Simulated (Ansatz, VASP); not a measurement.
Ti in VASP and in Ansatz

Contents of INCAR:

```
ALGO     = Normal         # electronic algorithm
DIPOL    = 0.5 0.5 0.500
EDIFF    = 1E-6           # SCF threshold, eV
ENCUT    = 520            # plane-wave cutoff, eV
GGA      = PE             # functional
IDIPOL   = 3            
ISIF     = 2              # what is computed and relaxed
ISMEAR   = -4             # smearing method
LASPH    = True           # aspherical terms in the spheres
LCHARG   = False          # write CHGCAR
LDAU     = True           # DFT+U
LDAUJ    = 0            
LDAUL    = 2              # shell
LDAUPRINT= 1            
LDAUTYPE = 2            
LDAUU    = 1              # U, eV
LDIPOL   = True         
LMAXMIX  = 4              # l up to which the mixer works
LREAL    = False          # projectors in reciprocal space
LWAVE    = False          # write WAVECAR
NBANDS   = 45             # bands
NELM     = 150            # most SCF steps
PREC     = Accurate       # precision mode
SIGMA    = 0.1            # smearing width, eV
```

Contents of KPOINTS:

```
k-points
0
Gamma
  13 13 1
```

Contents of POSCAR:

```
Ti
1.0
    2.9399472392      0.0000000000      0.0000000000
   -1.4699736196      2.5460689949      0.0000000000
    0.0000000000      0.0000000000     27.6197000000
Ti
6
Direct
    0.8333333333      0.1666666667      0.2937321883
    0.1666666667      0.8333333333      0.3719441378
    0.8333333333      0.1666666667      0.4585747038
    0.1666666667      0.8333333333      0.5414253265
    0.8333333333      0.1666666667      0.6280558509
    0.1666666667      0.8333333333      0.7062677927
```

Input for Ansatz:

```yaml
crystal:
  lattice:
    - [2.9399472392, 0.0, 0.0]
    - [-1.4699736196, 2.5460689949, 0.0]
    - [0.0, 0.0, 27.6197]
  atoms:
    - { symbol: Ti, position: [0.8333333333, 0.1666666667, 0.2937321883] }
    - { symbol: Ti, position: [0.1666666667, 0.8333333333, 0.3719441378] }
    - { symbol: Ti, position: [0.8333333333, 0.1666666667, 0.4585747038] }
    - { symbol: Ti, position: [0.1666666667, 0.8333333333, 0.5414253265] }
    - { symbol: Ti, position: [0.8333333333, 0.1666666667, 0.6280558509] }
    - { symbol: Ti, position: [0.1666666667, 0.8333333333, 0.7062677927] }
  periodic: [true, true, false]
kpoints:
  mp_grid: { grid: [13, 13, 1] }
scf:
  occupations: { method: tetrahedron_uncorrected }
hamiltonian:
  xc: pbe
  pseudopotentials: { kind: all_electron, lapw: { basis_error: 0.001 } }
  hubbard: { sites: [{ species: Ti, l: d, u_eff: 1.0 }], double_counting: fll }
output:
  forces: true
  stress: true
  eigenvalues: true
```

Alike in both runs: task single point; functional PBE; k mesh 13 × 13 × 1; no spin polarisation; Hubbard terms Ti d U = 1.0 eV.

|  | VASP | Ansatz |
| --- | --- | --- |
| version | VASP 6.6.1 | Ansatz 0.2.0 |
| potentials or method | VASP PAW PBE potentials, release 64 (Ti_sv), cutoff 520 eV | all-electron LAPW, scalar-relativistic |
| occupations | tetrahedron | tetrahedron-uncorrected |

VASP gave:

```
gap on the k mesh at the Fermi level (eV) : none
rms of the force components (eV/Å)        : 0.049
```

Question: What did Ansatz give for the same quantities?

Answer: gap on the k mesh at the Fermi level (eV): none; rms of the force components (eV/Å): 0.027.

The programs project onto different local orbitals, so the same U acts differently, and such runs can settle in different states. Atom by atom the forces differ by 0.022 eV/Å (rms over components). A gap of «none» marks a metal or a gap that the smearing closes. Ansatz ran all-electron here, and VASP with PAW potentials. Ansatz's warnings: band table not solved further, filled band counts differ across k points, slab cell height set.
